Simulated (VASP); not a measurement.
# Ni (Cmce) in VASP: single point with PBE

Aim: the single point of Ni with PBE.

Everything below comes from runs of VASP 6.6.1. Logs are shortened: lines on timing, memory, paths and dates and some standing lists are left out, and cuts for length are marked.

## (1) The cell of the first run

Symmetry: Cmce, No. 64, orthorhombic system. The conventional cell has a = 3.814 Å, b = 6.460 Å, c = 3.815 Å, α = 90.00°, β = 90.00°, γ = 90.00°. Ni (site symmetry m) has 7 Ni at 2.09 to 2.35 Å within 2.8 Å.

## (2) Single point, PBE

Contents of INCAR:

```
SYSTEM = Ni
ALGO = Normal ; EDIFF = 1E-6
ENCUT = 520 ; GGA = PE
ISIF = 2 ; ISMEAR = -1
LASPH = .True. ; LCHARG = .False.
LREAL = .False. ; LWAVE = .False.
NBANDS = 28 ; NELM = 60
PREC = Accurate ; SIGMA = 0.1
```

Contents of KPOINTS:

```
k-points
0
Gamma
  6 6 5
  0 0 0
```

Contents of POSCAR:

```
Ni
1.0
    1.9070160000      3.2300790000      0.0000000000
    1.9070160000     -3.2300790000      0.0000000000
    0.0000000000      0.0000000000     -3.8148750000
Ni
4
Direct
    0.1549000000      0.8451000000      0.9190000000
    0.3451000000      0.6549000000      0.4190000000
    0.8451000000      0.1549000000      0.0810000000
    0.6549000000      0.3451000000      0.5810000000
```

Potentials or basis: VASP PAW PBE potentials, release 64 (Ni).

Run with:

```bash
cat potpaw_PBE.64/Ni/POTCAR > POTCAR
mpirun -np 1 vasp_std > vasp.out
```

OUTCAR:

```text
SYSTEM = Ni
   EDIFF = 1E-6
   ENCUT = 520
   GGA = PE
   ISIF = 2
   ISMEAR = -1
   LASPH = .True.
   LREAL = .False.
   NELM = 60
   PREC = Accurate

 ion  position               nearest neighbor table
   1  0.155  0.845  0.919-   3 2.09   2 2.27   2 2.27   4 2.30   4 2.30   3 2.35   3 2.35
   2  0.345  0.655  0.419-   4 2.09   1 2.27   1 2.27   3 2.30   3 2.30   4 2.35   4 2.35
   3  0.845  0.155  0.081-   1 2.09   4 2.27   4 2.27   2 2.30   2 2.30   1 2.35   1 2.35
   4  0.655  0.345  0.581-   2 2.09   3 2.27   3 2.27   1 2.30   1 2.30   2 2.35   2 2.35

  LATTYP: Found a base centered orthorhombic cell.
 ALAT       =     3.8140320000
 B/A-ratio  =     1.6937870474
 C/A-ratio  =     1.0002210259

  Lattice vectors:

 A1 = (   1.9070160000,   3.2300790000,   0.0000000000)
 A2 = (   1.9070160000,  -3.2300790000,   0.0000000000)
 A3 = (   0.0000000000,   0.0000000000,  -3.8148750000)

Analysis of symmetry for initial positions (statically):
=====================================================================
 Subroutine PRICEL returns:
 Original cell was already a primitive cell.

 Routine SETGRP: Setting up the symmetry group for a
 base centered orthorhombic supercell.

 Subroutine GETGRP returns: Found  8 space group operations
 (whereof  4 operations were pure point group operations)
 out of a pool of  8 trial point group operations.

The static configuration has the point symmetry C_2h.
 The point group associated with its full space group is D_2h.

Analysis of symmetry for dynamics (positions and initial velocities):
=====================================================================
 Subroutine PRICEL returns:
 Original cell was already a primitive cell.

 Routine SETGRP: Setting up the symmetry group for a
 base centered orthorhombic supercell.

 Subroutine GETGRP returns: Found  8 space group operations
 (whereof  4 operations were pure point group operations)
 out of a pool of  8 trial point group operations.

The dynamic configuration has the point symmetry C_2h.
 The point group associated with its full space group is D_2h.

 Subroutine INISYM returns: Found  8 space group operations
 (whereof  4 operations are pure point group operations),
 and found     1 'primitive' translations

----------------------------------------------------------------------------------------

                                     Primitive cell

  volume of cell :      46.9978

  direct lattice vectors                    reciprocal lattice vectors
[... 86 lines left out ...]
   LNONCOLLINEAR =      F non collinear calculations
   LSORBIT =      F    spin-orbit coupling
   LASPH  =      T    aspherical Exc in radial PAW
   ENCUT  =  520.0 eV  38.22 Ry    6.18 a.u.   6.97  6.97  7.09*2*pi/ulx,y,z
   NELM   =     60;   NELMIN=  2; NELMDL= -5     # of ELM steps
   EDIFF  = 0.1E-05   stopping-criterion for ELM
   LREAL  =      F    real-space projection
   EDIFFG = 0.1E-04   stopping-criterion for IOM
   NSW    =      0    number of steps for IOM
   IBRION =     -1    ionic relax: 0-MD 1-quasi-New 2-CG
   NFREE  =      0    steps in history (QN), initial steepest desc. (CG)
   ISIF   =      2    stress and relaxation
   ISYM   =      2    0-nonsym 1-usesym 2-fastsym
   POTIM  = 0.5000    time-step for ionic-motion
   TEBEG  =    0.0;   TEEND  =   0.0 temperature during run
   PSTRESS=    0.0 pullay stress
   NELECT =      40.0000    total number of electrons
   NUPDOWN=      -1.0000    fix difference up-down
   EMIN   =  10.00;   EMAX   =-10.00  energy-range for DOS
   EFERMI =   0.00;   METHOD = LEGACY
   ISMEAR =    -1;   SIGMA  =   0.10  broadening in eV -4-tet -1-fermi 0-gaus
   EFERMI_NEDOS =   21; number of points for ismear=-14 and -15
   IALGO  =     38    algorithm
   IMIX   =      4    mixing-type and parameters
     AMIX     =   0.40;   BMIX     =  1.00
     AMIX_MAG =   1.60;   BMIX_MAG =  1.00
  volume/ion in A,a.u.               =      11.75        79.29
  Fermi-wavevector in a.u.,A,eV,Ry     =   1.551442  2.931800 32.748849  2.406973
  Thomas-Fermi vector in A             =   2.655961
   LORBIT       =      0    0 simple, 1 ext, 2 COOP (PROOUT), +10 PAW based schemes
   GGA     = PE    functional components
   LHFCALC =     F    Hartree Fock is set to
   AEXX    =    0.0000 exact exchange contribution
   IVDW    =     0    specifies the selected vdW correction
   LEPSILON=     F    determine dielectric tensor
   LRPA    =     F    only Hartree local field effects (RPA)
 non-spin polarized calculation
  energy-cutoff  :      520.00
  volume of cell :       47.00
 maximum number of plane-waves:      1276
   NGX = 13   NGY = 13   NGZ = 15

 number of electron      39.9999997 magnetization

 Free energy of the ion-electron system (eV)
  ---------------------------------------------------
  ext. energy  EPLUGINS =         0.00000000
  ---------------------------------------------------
  free energy    TOTEN  =       -19.04417175 eV

  energy without entropy =      -18.72407827  energy(sigma->0) =      -18.88412501

 E-fermi :   8.3608     XC(G=0): -12.6327

 val. band max:        8.3587398912   @ k =  -0.1667   0.1667   0.2000
 cond. band min:       8.3625332464   @ k =   0.3333   0.3333   0.2000
 fundamental gap:      0.0037933552
 Fermi energy:         8.3607718952

 k-point     1 :       0.0000    0.0000    0.0000
  band No.  band energies     occupation
      1      -0.0719      2.00000
      2       4.5295      2.00000
      3       4.6048      2.00000
      4       4.6516      2.00000
      5       5.1501      2.00000
      6       5.1789      2.00000
[... 733 lines left out ...]
     27      17.9825      0.00000
     28      20.5105      0.00000

 [... further k-points ...]
[... 5 lines left out ...]
  --------------------------------------------------------------------------------------
  -------------------------------------------------------------------------------------
  Total        4.7054833      8.5281599      5.3632061      0.0000000     -0.0000000      0.0000000
  in kB      160.4120654    290.7288468    182.8341333      0.0000000     -0.0000000      0.0000000
  external PRESSURE =     211.3250152 kB  Pullay stress =       0.0000000 kB

 VOLUME and BASIS-vectors are now :
 -----------------------------------------------------------------------------
  energy-cutoff  :      520.00
  volume of cell :       47.00
      direct lattice vectors                 reciprocal lattice vectors
     1.907016000  3.230079000  0.000000000     0.262189725  0.154794976  0.000000000
     1.907016000 -3.230079000  0.000000000     0.262189725 -0.154794976  0.000000000
     0.000000000  0.000000000 -3.814875000     0.000000000  0.000000000 -0.262131787

 POSITION                                       TOTAL-FORCE (eV/Angst)
 -----------------------------------------------------------------------------------
      1.90702     -2.22940     -3.50587         0.000000      0.503532     -0.169046
      1.90702     -1.00068     -1.59843         0.000000     -0.503532     -0.169046
      1.90702      2.22940     -0.30900         0.000000     -0.503532      0.169046
      1.90702      1.00068     -2.21644         0.000000      0.503532      0.169046
 -----------------------------------------------------------------------------------
    total drift:                                0.000000      0.000000     -0.000000

  FREE ENERGIE OF THE ION-ELECTRON SYSTEM (eV)
  ---------------------------------------------------
  free  energy   TOTEN  =       -19.0441717501 eV

  energy  without entropy=      -18.7240782666  energy(sigma->0) =      -18.88412501
```

stdout:

```text
POSCAR found type information on POSCAR Ni
 POSCAR found :  1 types and       4 ions
 scaLAPACK will be used
 LDA part: xc-table for (Slater+PW92), standard interpolation
 POSCAR, INCAR and KPOINTS ok, starting setup
 FFT: planning ... GRIDC
 FFT: planning ... GRID_SOFT
 FFT: planning ... GRID
 WAVECAR not read
 entering main loop
```

Wall time 26 s (1 thread of Intel Xeon Platinum 8488C (Sapphire Rapids), shared host); peak memory 0.17 GiB.

What came out:

```
Free energy            : -19.0442 eV
Pressure               : 21.1 GPa
Largest force          : 0.531 eV/Å
Band gap on the k mesh : zero (band 20 reaches 8.43 eV, above the bottom of band 21 at 8.20 eV)
```

Forces in eV/Å, atoms in the order of the input:
```
Ni   0.000  0.504 -0.169
Ni   0.000 -0.504 -0.169
Ni   0.000 -0.504  0.169
Ni   0.000  0.504  0.169
```

Caveat: the run has no spin polarisation, though such a crystal can be magnetic. Spin polarisation is off, so any magnetic state and its effect on volume and gap are missing.
